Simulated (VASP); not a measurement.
# C (C2/m) in VASP: a series of runs

The runs below take C through single point, with PBE+D3(BJ).

Everything below comes from runs of VASP 6.6.1. Logs are shortened: lines on timing, memory, paths and dates and some standing lists are left out, and cuts for length are marked.

### 1 The cell of the first run

The structure is monoclinic, space group C2/m (No. 12). The conventional cell has a = 4.270 Å, b = 2.465 Å, c = 3.568 Å, α = 90.00°, β = 92.01°, γ = 90.00°. C (site symmetry m) has 3 C at 1.42 Å within 1.9 Å.

### 2 Single point, PBE+D3(BJ) (strain +0.0350 x Voigt [0, 0, 0, 1, 0, 0])

File INCAR:

```
SYSTEM = C
PREC = Accurate
ENCUT = 520
EDIFF = 1E-7
ISMEAR = 0
SIGMA = 0.15
LREAL = .False.
LASPH = .True.
NELM = 60
ALGO = Fast
ISIF = 2
LWAVE = .False.
LCHARG = .False.
GGA = PE
IVDW = 12
NBANDS = 11
```

File KPOINTS:

```
Automatic mesh
0
Gamma
  30 30 18
  0 0 0
```

File POSCAR:

```
C
1.0
    2.4647381352      0.0000000000      0.0000000000
   -1.2323690676      2.1345258387      0.0373542022
    0.0000000000      0.0624299609      3.5674263381
C
2
Direct
    0.3333333333      0.6666666667      0.0000000000
    0.6666666667      0.3333333333      0.0000000000
```

Potentials or basis: VASP PAW PBE potentials, release 64 (C).

Run with:

```sh
> cat potpaw_PBE.64/C/POTCAR > POTCAR
> mpirun -np 1 vasp_std > vasp.out
```

OUTCAR:

```text
SYSTEM = C
   PREC = Accurate
   ENCUT = 520
   EDIFF = 1E-7
   ISMEAR = 0
   LREAL = .False.
   LASPH = .True.
   NELM = 60
   ISIF = 2
   GGA = PE
   IVDW = 12
 IVDW          = 12

 ion  position               nearest neighbor table
   1  0.333  0.667  0.000-   2 1.42   2 1.42   2 1.42
   2  0.667  0.333  0.000-   1 1.42   1 1.42   1 1.42

  LATTYP: Found a base centered monoclinic cell.
 ALAT       =     4.2697053259
 B/A-ratio  =     0.5772618827
 C/A-ratio  =     0.8356484315
 COS(beta)  =    -0.0349892845

  Lattice vectors:

 A1 = (  -1.2323690676,  -2.1345258387,  -0.0373542022)
 A2 = (   1.2323690676,  -2.1345258387,  -0.0373542022)
 A3 = (   0.0000000000,   0.0624299609,   3.5674263381)

Analysis of symmetry for initial positions (statically):
=====================================================================
 Subroutine PRICEL returns:
 Original cell was already a primitive cell.

 Routine SETGRP: Setting up the symmetry group for a
 base centered monoclinic supercell.

 Subroutine GETGRP returns: Found  4 space group operations
 (whereof  4 operations were pure point group operations)
 out of a pool of  4 trial point group operations.

The static configuration has the point symmetry C_2h.

Analysis of symmetry for dynamics (positions and initial velocities):
=====================================================================
 Subroutine PRICEL returns:
 Original cell was already a primitive cell.

 Routine SETGRP: Setting up the symmetry group for a
 base centered monoclinic supercell.

 Subroutine GETGRP returns: Found  4 space group operations
 (whereof  4 operations were pure point group operations)
 out of a pool of  4 trial point group operations.

The dynamic configuration has the point symmetry C_2h.

 Subroutine INISYM returns: Found  4 space group operations
 (whereof  4 operations are pure point group operations),
 and found     1 'primitive' translations

----------------------------------------------------------------------------------------

                                     Primitive cell

  volume of cell :      18.7627

  direct lattice vectors                    reciprocal lattice vectors
     2.464738135  0.000000000  0.000000000     0.405722614  0.234315820 -0.004100527
    -1.232369068  2.134525839  0.037354202     0.000000000  0.468631640 -0.008201054
     0.000000000  0.062429961  3.567426338     0.000000000 -0.004907000  0.280400000

  length of vectors
     2.464738135  2.465021179  3.567972558     0.468541949  0.468703393  0.280442933

  position of ions in fractional coordinates (direct lattice)
     0.333333333  0.666666667  0.000000000
     0.666666667  0.333333333  0.000000000

  ion indices of the primitive-cell ions
   primitive index   ion index
                 1           1
                 2           2

----------------------------------------------------------------------------------------

 KPOINTS: Automatic mesh

Automatic generation of k-mesh.
 Grid dimensions read from file:
 generate k-points for:   30   30   18

 Generating k-lattice:

  Cartesian coordinates                     Fractional coordinates (reciprocal lattice)
     0.013524087  0.007810527 -0.000136684     0.033333333  0.000000000 -0.000000000
     0.000000000  0.015621055 -0.000273368     0.000000000  0.033333333 -0.000000000
     0.000000000 -0.000272611  0.015577778     0.000000000  0.000000000  0.055555556

  Length of vectors
     0.015618065  0.015623446  0.015580163

  Shift w.r.t. Gamma in fractional coordinates (k-lattice)
     0.000000000  0.000000000  0.000000000

 Subroutine IBZKPT returns following result:
 ===========================================

 Found   4202 irreducible k-points:

 Following reciprocal coordinates:
            Coordinates               Weight
  0.000000  0.000000  0.000000      1.000000
  0.033333 -0.000000 -0.000000      4.000000
  0.066667  0.000000  0.000000      4.000000
  0.100000  0.000000  0.000000      4.000000
  0.133333  0.000000 -0.000000      4.000000
  0.166667  0.000000  0.000000      4.000000
[... 16 lines left out ...]
  0.200000  0.033333  0.000000      4.000000
  0.233333  0.033333  0.000000      4.000000
 [... further k-points ...]
   k-points           NKPTS =   4202   k-points in BZ     NKDIM =   4202   number of bands    NBANDS=     11
   number of dos      NEDOS =    301   number of ions     NIONS =      2
   total plane-waves  NPLWV =   9072
   dimension x,y,z NGX =    18 NGY =   18 NGZ =   28
   dimension x,y,z NGXF=    36 NGYF=   36 NGZF=   56
   ions per type =               2
   NGX,Y,Z   is equivalent  to a cutoff of  12.14, 12.14, 13.05 a.u.
   NGXF,Y,Z  is equivalent  to a cutoff of  24.28, 24.28, 26.09 a.u.
 SYSTEM =  C
   PREC   = accura    normal or accurate (medium, high low for compatibility)
   ISTART =      0    job   : 0-new  1-cont  2-samecut
   ICHARG =      2    charge: 1-file 2-atom 10-const
   ISPIN  =      1    spin polarized calculation?
   LNONCOLLINEAR =      F non collinear calculations
   LSORBIT =      F    spin-orbit coupling
   LASPH  =      T    aspherical Exc in radial PAW
   ENCUT  =  520.0 eV  38.22 Ry    6.18 a.u.   4.58  4.58  6.63*2*pi/ulx,y,z
   NELM   =     60;   NELMIN=  2; NELMDL= -5     # of ELM steps
   EDIFF  = 0.1E-06   stopping-criterion for ELM
   LREAL  =      F    real-space projection
   EDIFFG = 0.1E-05   stopping-criterion for IOM
   NSW    =      0    number of steps for IOM
   IBRION =     -1    ionic relax: 0-MD 1-quasi-New 2-CG
   NFREE  =      0    steps in history (QN), initial steepest desc. (CG)
   ISIF   =      2    stress and relaxation
   ISYM   =      2    0-nonsym 1-usesym 2-fastsym
   POTIM  = 0.5000    time-step for ionic-motion
   TEBEG  =    0.0;   TEEND  =   0.0 temperature during run
   PSTRESS=    0.0 pullay stress
   NELECT =       8.0000    total number of electrons
   NUPDOWN=      -1.0000    fix difference up-down
   EMIN   =  10.00;   EMAX   =-10.00  energy-range for DOS
   EFERMI =   0.00;   METHOD = LEGACY
   ISMEAR =     0;   SIGMA  =   0.15  broadening in eV -4-tet -1-fermi 0-gaus
   EFERMI_NEDOS =   21; number of points for ismear=-14 and -15
   IALGO  =     68    algorithm
   IMIX   =      4    mixing-type and parameters
     AMIX     =   0.40;   BMIX     =  1.00
     AMIX_MAG =   1.60;   BMIX_MAG =  1.00
  volume/ion in A,a.u.               =       9.38        63.31
  Fermi-wavevector in a.u.,A,eV,Ry     =   1.232178  2.328479 20.657215  1.518262
  Thomas-Fermi vector in A             =   2.366958
   LORBIT       =      0    0 simple, 1 ext, 2 COOP (PROOUT), +10 PAW based schemes
   GGA     = PE    functional components
   LHFCALC =     F    Hartree Fock is set to
   AEXX    =    0.0000 exact exchange contribution
   IVDW    =    12    specifies the selected vdW correction
   LEPSILON=     F    determine dielectric tensor
   LRPA    =     F    only Hartree local field effects (RPA)
 non-spin polarized calculation
 RMM-DIIS sequential band-by-band and
 Gauss-broadening in eV      SIGMA  =   0.15
  energy-cutoff  :      520.00
  volume of cell :       18.76
 maximum number of plane-waves:       521
   NGX =  9   NGY =  9   NGZ = 13

 number of electron       7.9999998 magnetization

 Free energy of the ion-electron system (eV)
  ---------------------------------------------------
  ext. energy  EPLUGINS =         0.00000000
  ---------------------------------------------------
  free energy    TOTEN  =       -18.42747564 eV

  energy without entropy =      -18.42707689  energy(sigma->0) =      -18.42727627

 E-fermi :   4.1913     XC(G=0):  -9.8909

 val. band max:        4.1389253703   @ k =   0.3333   0.3333   0.2778
 cond. band min:       4.2022265917   @ k =   0.3333   0.3333   0.2222
 fundamental gap:      0.0633012214
 Fermi energy:         4.1912739947

 k-point     1 :       0.0000    0.0000    0.0000
  band No.  band energies     occupation
      1     -15.4326      2.00000
      2      -2.6830      2.00000
      3       1.1439      2.00000
      4       1.1443      2.00000
      5       8.0195      0.00000
      6      12.4796      0.00000
      7      12.4822      0.00000
      8      15.7563      0.00000
      9      16.5900      0.00000
     10      26.4043      0.00000
     11      27.7997      0.00000

 k-point     2 :       0.0333   -0.0000   -0.0000
  band No.  band energies     occupation
      1     -15.4062      2.00000
      2      -2.6524      2.00000
      3       1.0347      2.00000
      4       1.0863      2.00000
      5       8.0522      0.00000
      6      12.4972      0.00000
      7      12.5953      0.00000
      8      15.6675      0.00000
      9      16.6349      0.00000
     10      26.4861      0.00000
     11      27.7630      0.00000

 k-point     3 :       0.0667    0.0000    0.0000
  band No.  band energies     occupation
      1     -15.3269      2.00000
      2      -2.5610      2.00000
      3       0.7173      2.00000
      4       0.9210      2.00000
      5       8.1505      0.00000
      6      12.5312      0.00000
      7      12.9321      0.00000
      8      15.4076      0.00000
      9      16.7750      0.00000
     10      26.7190      0.00000
     11      27.6373      0.00000

 k-point     4 :       0.1000    0.0000    0.0000
  band No.  band energies     occupation
      1     -15.1948      2.00000
      2      -2.4089      2.00000
      3       0.2210      2.00000
      4       0.6688      2.00000
      5       8.3145      0.00000
      6      12.5547      0.00000
      7      13.4686      0.00000
      8      14.9908      0.00000
      9      17.0200      0.00000
     10      27.0615      0.00000
     11      27.3937      0.00000

 k-point     5 :       0.1333    0.0000   -0.0000
  band No.  band energies     occupation
      1     -15.0103      2.00000
      2      -2.1971      2.00000
      3      -0.4168      2.00000
      4       0.3561      2.00000
      5       8.5443      0.00000
      6      12.5413      0.00000
      7      14.1755      0.00000
      8      14.4380      0.00000
      9      17.3706      0.00000
     10      26.9929      0.00000
     11      27.4527      0.00000
[... 211 lines left out ...]
 k-point    21 :       0.1333    0.0333   -0.0000
  band No.  band energies     occupation
      1     -14.8787      2.00000
      2      -2.0468      2.00000
      3      -0.8069      2.00000
      4       0.1176      2.00000
      5       8.7093      0.00000
      6      12.6039      0.00000
      7      14.0650      0.00000
      8      14.5307      0.00000
      9      17.6592      0.00000
     10      26.6440      0.00000
     11      27.6451      0.00000

 k-point    22 :       0.1667    0.0333    0.0000
  band No.  band energies     occupation
      1     -14.6162      2.00000
      2      -1.7479      2.00000
      3      -1.5760      2.00000
      4      -0.2441      2.00000
      5       9.0376      0.00000
      6      12.5361      0.00000
      7      13.3588      0.00000
      8      15.3865      0.00000
      9      18.1625      0.00000
     10      26.0515      0.00000
     11      27.7402      0.00000

 k-point    23 :       0.2000    0.0333    0.0000
  band No.  band energies     occupation
      1     -14.3023      2.00000
      2      -2.4052      2.00000
      3      -1.3930      2.00000
      4      -0.6068      2.00000
      5       9.4305      0.00000
      6      12.4291      0.00000
      7      12.5763      0.00000
      8      16.3326      0.00000
      9      18.7040      0.00000
     10      25.4165      0.00000
     11      27.3425      0.00000

 k-point    24 :       0.2333    0.0333    0.0000
  band No.  band energies     occupation
      1     -13.9377      2.00000
      2      -3.2704      2.00000
      3      -0.9852      2.00000
      4      -0.9550      2.00000
      5       9.8864      0.00000
      6      11.7396      0.00000
      7      12.3004      0.00000
      8      17.3273      0.00000
      9      19.2280      0.00000
     10      24.7915      0.00000
     11      26.5756      0.00000

 [... further k-points ...]

------------------------ aborting loop because EDIFF is reached ----------------------------------------

 Edisp (eV)   -0.29054

 E8    (eV) :    -0.0817

  FORCE on cell =-STRESS in cart. coord.  units (eV):
  Direction    XX          YY          ZZ          XY          YZ          ZX
  --------------------------------------------------------------------------------------
  -------------------------------------------------------------------------------------
  Total       0.07165     0.05629    -0.00421     0.00000     0.01734     0.00000
  in kB       6.11807     4.80628    -0.35943     0.00000     1.48060     0.00000
  external pressure =        3.52 kB  Pullay stress =        0.00 kB

 VOLUME and BASIS-vectors are now :
 -----------------------------------------------------------------------------
  energy-cutoff  :      520.00
  volume of cell :       18.76
      direct lattice vectors                 reciprocal lattice vectors
     2.464738135  0.000000000  0.000000000     0.405722614  0.234315820 -0.004100527
    -1.232369068  2.134525839  0.037354202     0.000000000  0.468631640 -0.008201054
     0.000000000  0.062429961  3.567426338     0.000000000 -0.004907000  0.280400000

 POSITION                                       TOTAL-FORCE (eV/Angst)
 -----------------------------------------------------------------------------------
     -0.00000      1.42302      0.02490         0.000000      0.001787      0.000012
      1.23237      0.71151      0.01245         0.000000     -0.001787     -0.000012
 -----------------------------------------------------------------------------------
    total drift:                                0.000000     -0.000000      0.000000

  FREE ENERGIE OF THE ION-ELECTRON SYSTEM (eV)
  ---------------------------------------------------
  free  energy   TOTEN  =       -18.7180172830 eV

  energy  without entropy=      -18.7176185273  energy(sigma->0) =      -18.71781791
```

Wall time 9.7 min (1 thread of Oxide Virtual Turin-like, shared host); peak memory 0.69 GiB.

Results:

```yaml
Free_energy: -18.7180 eV
Pressure: 0.4 GPa
Band_gap_on_the_k_mesh: zero (bands 4 and 5 overlap by 0.92 eV)
Dispersion_energy_per_atom: -0.145 eV
```

Stress tensor (GPa, compression positive):
```
 0.61  0.00  0.00
 0.00  0.48  0.15
 0.00  0.15 -0.04
```

Levels at points of the mesh, in eV from the Fermi level:
```
           k point  band 1  band 2  band 3  band 4  band 5  band 6  band 7  band 8  band 9
(0.00, 0.00, 0.00)  -19.62   -6.87   -3.05   -3.05    3.83    8.29    8.29   11.57   12.40
(0.50, 0.00, 0.00)  -14.35  -13.30   -6.43   -1.86    2.35    7.26   10.93   11.23   18.48
(0.00, 0.50, 0.00)  -14.35  -13.30   -6.43   -1.86    2.34    7.26   10.95   11.25   18.50
(0.00, 0.00, 0.50)  -19.44   -8.31   -3.03   -3.03    8.35    8.35    9.20   11.32   12.64
(0.50, 0.00, 0.50)  -14.22  -13.19   -6.41   -2.85    1.05    7.50   13.12   16.18   18.94
(0.00, 0.50, 0.50)  -14.22  -13.19   -6.40   -2.85    1.06    7.51   13.10   16.11   18.93
```

Caveat: the cell differs from its parent crystal (strain +0.0350 x Voigt [0, 0, 0, 1, 0, 0]).

### 3 Single point, PBE+D3(BJ) (strain +0.0250 x Voigt [0, 0, 0, 1, 0, 0])

File INCAR:

```
SYSTEM = C
  PREC = Accurate
  ENCUT = 520
  EDIFF = 1E-6
  ISMEAR = 0
  SIGMA = 0.15
  LREAL = .FALSE.
  LASPH = .TRUE.
  NELM = 60
  ALGO = Fast
  ISIF = 2
  LWAVE = .FALSE.
  LCHARG = .TRUE.
  GGA = PE
  IVDW = 12
  LELF = .TRUE.
  LVHAR = .TRUE.
  NBANDS = 11
```

File KPOINTS:

```
Automatic mesh
0
G
  30 30 18
  0 0 0
```

File POSCAR:

```
C
1.0
    2.4647381352      0.0000000000      0.0000000000
   -1.2323690676      2.1345258387      0.0266815730
    0.0000000000      0.0445928292      3.5674263381
C
2
Direct
    0.3333333333      0.6666666667      0.0000000000
    0.6666666667      0.3333333333      0.0000000000
```

Potentials or basis: VASP PAW PBE potentials, release 64 (C).

Run with:

```sh
> cat potpaw_PBE.64/C/POTCAR > POTCAR
> mpirun -np 1 vasp_std > vasp.out
```

OUTCAR:

```text
SYSTEM = C
   PREC = Accurate
   ENCUT = 520
   EDIFF = 1E-6
   ISMEAR = 0
   LREAL = .FALSE.
   LASPH = .TRUE.
   NELM = 60
   ISIF = 2
   GGA = PE
   IVDW = 12
 IVDW          = 12

 ion  position               nearest neighbor table
   1  0.333  0.667  0.000-   2 1.42   2 1.42   2 1.42
   2  0.667  0.333  0.000-   1 1.42   1 1.42   1 1.42

  LATTYP: Found a base centered monoclinic cell.
 ALAT       =     4.2693851840
 B/A-ratio  =     0.5773051690
[... 527 lines left out ...]
 [... further k-points ...]

------------------------ aborting loop because EDIFF is reached ----------------------------------------

 Edisp (eV)   -0.29047

 E8    (eV) :    -0.0816

  FORCE on cell =-STRESS in cart. coord.  units (eV):
  Direction    XX          YY          ZZ          XY          YZ          ZX
  --------------------------------------------------------------------------------------
  -------------------------------------------------------------------------------------
  Total       0.07383     0.06600    -0.00250     0.00000     0.01253     0.00000
  in kB       6.30352     5.63487    -0.21366     0.00000     1.06992     0.00000
  external pressure =        3.91 kB  Pullay stress =        0.00 kB

 VOLUME and BASIS-vectors are now :
 -----------------------------------------------------------------------------
  energy-cutoff  :      520.00
  volume of cell :       18.77
      direct lattice vectors                 reciprocal lattice vectors
     2.464738135  0.000000000  0.000000000     0.405722614  0.234280667 -0.002928508
    -1.232369068  2.134525839  0.026681573     0.000000000  0.468561334 -0.005857017
     0.000000000  0.044592829  3.567426338     0.000000000 -0.003504474  0.280357933

 POSITION                                       TOTAL-FORCE (eV/Angst)
 -----------------------------------------------------------------------------------
     -0.00000      1.42302      0.01779        -0.000000      0.000911      0.000006
      1.23237      0.71151      0.00889         0.000000     -0.000911     -0.000006
 -----------------------------------------------------------------------------------
    total drift:                                0.000000     -0.000000      0.000000

  FREE ENERGIE OF THE ION-ELECTRON SYSTEM (eV)
  ---------------------------------------------------
  free  energy   TOTEN  =       -18.7178731708 eV

  energy  without entropy=      -18.7174709969  energy(sigma->0) =      -18.71767208
```

stdout:

```text
POSCAR found type information on POSCAR C
 POSCAR found :  1 types and       2 ions
 scaLAPACK will be used
 LDA part: xc-table for (Slater+PW92), standard interpolation
 POSCAR, INCAR and KPOINTS ok, starting setup
 FFT: planning ... GRIDC
 FFT: planning ... GRID_SOFT
 FFT: planning ... GRID
 WAVECAR not read
 entering main loop
```

It took 8.3 min on 1 thread of Oxide Virtual Turin-like, shared host; peak memory 0.69 GiB.

What came out:

```
Free energy                : -18.7179 eV
Pressure                   : 0.4 GPa
Band gap on the k mesh     : zero (bands 4 and 5 overlap by 0.92 eV)
Dispersion energy per atom : -0.145 eV
```

Caveat: the cell differs from its parent crystal (strain +0.0250 x Voigt [0, 0, 0, 1, 0, 0]).

The gap in the log of VASP goes by the Fermi energy; the results here count the filled bands.